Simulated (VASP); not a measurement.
# HfC (Fm-3m) in VASP: single point with PBEsol

Aim: the single point of HfC with PBEsol.

All numbers are computed with VASP 6.6.1; they aren't measurements. Logs are shortened: lines on timing, memory, paths and dates and some standing lists are left out, and cuts for length are marked.

**1. The cell of the first run**

It takes space group Fm-3m (No. 225, cubic). The conventional cell has a = 4.650 Å, b = 4.650 Å, c = 4.650 Å, α = 90.00°, β = 90.00°, γ = 90.00°. Hf (site symmetry m-3m) has 6 C at 2.33 Å within 3.1 Å. Within 3.1 Å of C (site symmetry m-3m) lie 6 Hf at 2.33 Å.

**2. Single point, PBEsol**

File INCAR:

```
ALGO = Normal
EDIFF = 1E-6
ENCUT = 600
GGA = PS
GGA_COMPAT = False
ISIF = 2
ISMEAR = 1
LASPH = True
LCHARG = True
LELF = True
LREAL = False
LVHAR = True
LWAVE = False
NBANDS = 14
NELM = 120
PREC = Accurate
SIGMA = 0.05
```

File KPOINTS:

```
k-points
0
Gamma
  9 9 9
```

File POSCAR:

```
HfC
1.0
    3.2880470000      0.0000000000      0.0000000000
    1.6440235000      2.8475322308      0.0000000000
    1.6440235000      0.9491774103      2.6846791334
Hf C
1 1
Direct
    0.5000000000      0.5000000000      0.5000000000
    0.0000000000      0.0000000000      0.0000000000
```

Potentials or basis: VASP PAW PBE potentials, release 64 (Hf_pv, C).

Command:

```console
> cat potpaw_PBE.64/Hf_pv/POTCAR potpaw_PBE.64/C/POTCAR > POTCAR
> mpirun -np 1 vasp_std > vasp.out
```

OUTCAR:

```text
EDIFF = 1E-6
   ENCUT = 600
   GGA = PS
   ISIF = 2
   ISMEAR = 1
   LASPH = True
   LREAL = False
   NELM = 120
   PREC = Accurate

 ion  position               nearest neighbor table
   1  0.500  0.500  0.500-   2 2.33   2 2.33   2 2.33   2 2.33   2 2.33   2 2.33
   2  0.000  0.000  0.000-   1 2.33   1 2.33   1 2.33   1 2.33   1 2.33   1 2.33

  LATTYP: Found a face centered cubic cell.
 ALAT       =     4.6500006611

  Lattice vectors:

 A1 = (   3.2880470000,   0.0000000000,   0.0000000000)
 A2 = (   1.6440235000,   2.8475322308,   0.0000000000)
 A3 = (   1.6440235000,   0.9491774103,   2.6846791334)

Analysis of symmetry for initial positions (statically):
=====================================================================
 Subroutine PRICEL returns:
 Original cell was already a primitive cell.

 Routine SETGRP: Setting up the symmetry group for a
 face centered cubic supercell.

 Subroutine GETGRP returns: Found 48 space group operations
 (whereof 48 operations were pure point group operations)
 out of a pool of 48 trial point group operations.

The static configuration has the point symmetry O_h .

Analysis of symmetry for dynamics (positions and initial velocities):
=====================================================================
 Subroutine PRICEL returns:
 Original cell was already a primitive cell.

 Routine SETGRP: Setting up the symmetry group for a
 face centered cubic supercell.

 Subroutine GETGRP returns: Found 48 space group operations
 (whereof 48 operations were pure point group operations)
 out of a pool of 48 trial point group operations.

The dynamic configuration has the point symmetry O_h .

 Subroutine INISYM returns: Found 48 space group operations
 (whereof 48 operations are pure point group operations),
 and found     1 'primitive' translations

----------------------------------------------------------------------------------------

                                     Primitive cell

  volume of cell :      25.1362

  direct lattice vectors                    reciprocal lattice vectors
     3.288047000  0.000000000  0.000000000     0.304131906 -0.175590638 -0.124161331
     1.644023500  2.847532231  0.000000000     0.000000000  0.351181275 -0.124161331
     1.644023500  0.949177410  2.684679133     0.000000000  0.000000000  0.372483992

  length of vectors
     3.288047000  3.288047000  3.288047000     0.372483992  0.372483992  0.372483992

  position of ions in fractional coordinates (direct lattice)
     0.500000000  0.500000000  0.500000000
     0.000000000  0.000000000  0.000000000

  ion indices of the primitive-cell ions
   primitive index   ion index
                 1           1
                 2           2
[... 87 lines left out ...]
   ISMEAR =     1;   SIGMA  =   0.05  broadening in eV -4-tet -1-fermi 0-gaus
   EFERMI_NEDOS =   21; number of points for ismear=-14 and -15
   IALGO  =     38    algorithm
   IMIX   =      4    mixing-type and parameters
     AMIX     =   0.40;   BMIX     =  1.00
     AMIX_MAG =   1.60;   BMIX_MAG =  1.00
  volume/ion in A,a.u.               =      12.57        84.81
  Fermi-wavevector in a.u.,A,eV,Ry     =   1.346949  2.545365 24.684665  1.814272
  Thomas-Fermi vector in A             =   2.474739
   LORBIT       =      0    0 simple, 1 ext, 2 COOP (PROOUT), +10 PAW based schemes
   GGA     = PS    functional components
   LHFCALC =     F    Hartree Fock is set to
   AEXX    =    0.0000 exact exchange contribution
   IVDW    =     0    specifies the selected vdW correction
   LEPSILON=     F    determine dielectric tensor
   LRPA    =     F    only Hartree local field effects (RPA)
 non-spin polarized calculation
 Methfessel and Paxton  Order N= 1 SIGMA  =   0.05
  energy-cutoff  :      600.00
  volume of cell :       25.14
 maximum number of plane-waves:       869
 NGX is ok and might be reduce to    28
   NGX = 13   NGY = 13   NGZ = 13

 number of electron      14.0000000 magnetization

 Free energy of the ion-electron system (eV)
  ---------------------------------------------------
  ext. energy  EPLUGINS =         0.00000000
  ---------------------------------------------------
  free energy    TOTEN  =       -22.17696979 eV

  energy without entropy =      -22.17680569  energy(sigma->0) =      -22.17691509

 E-fermi :   5.7096     XC(G=0): -12.4203

 val. band max:        5.6844337148   @ k =   0.4444   0.4444   0.0000
 cond. band min:       5.8783293322   @ k =   0.1111   0.1111   0.0000
 fundamental gap:      0.1938956174
 Fermi energy:         5.7096181314

 k-point     1 :       0.0000    0.0000    0.0000
  band No.  band energies     occupation
      1     -23.6948      2.00000
      2     -23.6948      2.00000
      3     -23.6948      2.00000
      4      -6.4826      2.00000
      5       6.8336      0.00000
      6       6.8336      0.00000
      7       6.8336      0.00000
      8       7.1505      0.00000
      9       7.1505      0.00000
     10       7.1505      0.00000
     11       9.1696      0.00000
     12       9.1696      0.00000
     13      12.6356      0.00000
     14      16.7504      0.00000
[... 377 lines left out ...]
      1     -24.2796      2.00000
      2     -23.9226      2.00000
      3     -23.9226      2.00000
      4      -4.5287      2.00000
      5       2.9964      2.00000
      6       4.0451      2.00000
      7       5.6844      1.74424
      8       5.6844      1.74423
      9      11.0300      0.00000
     10      12.5208      0.00000
     11      12.5208      0.00000
     12      14.4061      0.00000
     13      15.1620      0.00000
     14      18.3503      0.00000

 [... further k-points ...]

------------------------ aborting loop because EDIFF is reached ----------------------------------------

  FORCE on cell =-STRESS in cart. coord.  units (eV):
  Direction    XX          YY          ZZ          XY          YZ          ZX
  --------------------------------------------------------------------------------------
  -------------------------------------------------------------------------------------
  Total       -1.1096947     -1.1096947     -1.1096947      0.0000000     -0.0000000      0.0000000
  in kB      -70.7318523    -70.7318523    -70.7318523      0.0000000     -0.0000000      0.0000000
  external PRESSURE =     -70.7318523 kB  Pullay stress =       0.0000000 kB

 VOLUME and BASIS-vectors are now :
 -----------------------------------------------------------------------------
  energy-cutoff  :      600.00
  volume of cell :       25.14
      direct lattice vectors                 reciprocal lattice vectors
     3.288047000  0.000000000  0.000000000     0.304131906 -0.175590638 -0.124161331
     1.644023500  2.847532231  0.000000000     0.000000000  0.351181275 -0.124161331
     1.644023500  0.949177410  2.684679133     0.000000000  0.000000000  0.372483992

 POSITION                                       TOTAL-FORCE (eV/Angst)
 -----------------------------------------------------------------------------------
      3.28805      1.89835      1.34234        -0.000000      0.000000      0.000000
      0.00000      0.00000      0.00000         0.000000     -0.000000      0.000000
 -----------------------------------------------------------------------------------
    total drift:                                0.000000      0.000000      0.000000

  FREE ENERGIE OF THE ION-ELECTRON SYSTEM (eV)
  ---------------------------------------------------
  free  energy   TOTEN  =       -22.1769697950 eV

  energy  without entropy=      -22.1768056905  energy(sigma->0) =      -22.17691509
```

OSZICAR:

```text
N       E                     dE             d eps       ncg     rms          rms(c)
DAV:   1     0.253223250532E+02    0.25322E+02   -0.84132E+03   988   0.110E+03
DAV:   2    -0.234324840343E+02   -0.48755E+02   -0.45806E+02  1238   0.217E+02
DAV:   3    -0.250777147765E+02   -0.16452E+01   -0.16393E+01  1160   0.280E+01
DAV:   4    -0.250856372853E+02   -0.79225E-02   -0.79216E-02  1130   0.235E+00
DAV:   5    -0.250856879493E+02   -0.50664E-04   -0.50664E-04  1210   0.169E-01    0.579E+01
DAV:   6    -0.222620083674E+02    0.28237E+01   -0.10674E+01  1064   0.172E+01    0.411E+01
DAV:   7    -0.221967260540E+02    0.65282E-01   -0.50944E-01  1226   0.500E+00    0.240E+01
DAV:   8    -0.221833140537E+02    0.13412E-01   -0.72745E-02  1160   0.206E+00    0.571E+00
DAV:   9    -0.221773153250E+02    0.59987E-02   -0.21167E-02  1082   0.853E-01    0.213E+00
DAV:  10    -0.221769754069E+02    0.33992E-03   -0.13882E-03  1214   0.276E-01    0.635E-02
DAV:  11    -0.221769701559E+02    0.52510E-05   -0.81414E-05  1142   0.761E-02    0.361E-02
DAV:  12    -0.221769697950E+02    0.36092E-06   -0.21679E-06  1222   0.121E-02
   1 F= -.22176970E+02 E0= -.22176915E+02  d E =-.164104E-03
```

Run time: 10 s. Hardware: 1 thread of Intel Xeon Platinum 8488C (Sapphire Rapids), shared host; peak memory 0.16 GiB.

What came out:

```yaml
Free_energy: -22.1770 eV
Pressure: -7.1 GPa
Band_gap_on_the_k_mesh: zero (band 7 reaches 6.83 eV, above the bottom of band 8 at 5.46 eV)
```

Caveat: the PAW data sets were made with another functional, which shifts forces and pressure a little; spin-orbit coupling is left out, which moves the levels of the heavy elements.
